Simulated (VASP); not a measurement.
W3N:

```xyz
4
Lattice="3.7762 0.0000 0.0000 0.0000 3.7762 0.0000 0.0000 0.0000 3.7762" Properties=species:S:1:pos:R:3 pbc="T T T"
W     0.0000    1.8881    1.8881
W     1.8881    0.0000    1.8881
W     1.8881    1.8881    0.0000
N     0.0000    0.0000    0.0000
```

- Program: VASP 6.6.1
- Task: relaxation of cell and atoms
- Functional: PBE
- Potentials or basis: VASP PAW PBE potentials, release 64 (W_sv, N)
- Cutoff: 600 eV
- k mesh: 4 × 4 × 4
- Occupations: gaussian, width 0.1 eV
- Spin: no spin polarisation

At the start: pressure 20.8 GPa; volume 13.46 Å³/atom.

**Question.** Where does the relaxation end?

**Answer.** Over 4 steps the energy falls by 63.7 meV/atom and the volume is 14.50 Å³/atom (+7.7 %); space group Pm-3m (No. 221, to 0.1 Å) before and after.

The path:
| step | energy change (eV) | largest force (eV/Å) | pressure (GPa) | volume (Å³) |
| --- | --- | --- | --- | --- |
| 1 | 0.0000 | 0.0000 | 20.83 | 53.85 |
| 2 | 0.8925 | 0.0000 | -29.86 | 68.66 |
| 3 | -0.2540 | 0.0000 | -0.95 | 58.22 |
| 4 | -0.2547 | 0.0000 | -0.06 | 58.01 |

Final structure:
```cif
data_structure
_symmetry_space_group_name_H-M 'P 1'
_symmetry_Int_Tables_number 1
_cell_length_a 3.8712
_cell_length_b 3.8712
_cell_length_c 3.8712
_cell_angle_alpha 90.000
_cell_angle_beta 90.000
_cell_angle_gamma 90.000
_cell_volume 58.01
loop_
_atom_site_label
_atom_site_type_symbol
_atom_site_fract_x
_atom_site_fract_y
_atom_site_fract_z
_atom_site_occupancy
W1 W 0.00000 0.50000 0.50000 1
W2 W 0.50000 0.00000 0.50000 1
W3 W 0.50000 0.50000 0.00000 1
N1 N 0.00000 0.00000 0.00000 1
```

Caveat: the k points lie up to 0.41 Å⁻¹ apart in the final cell, too coarse for converged energies and pressures of a metal.
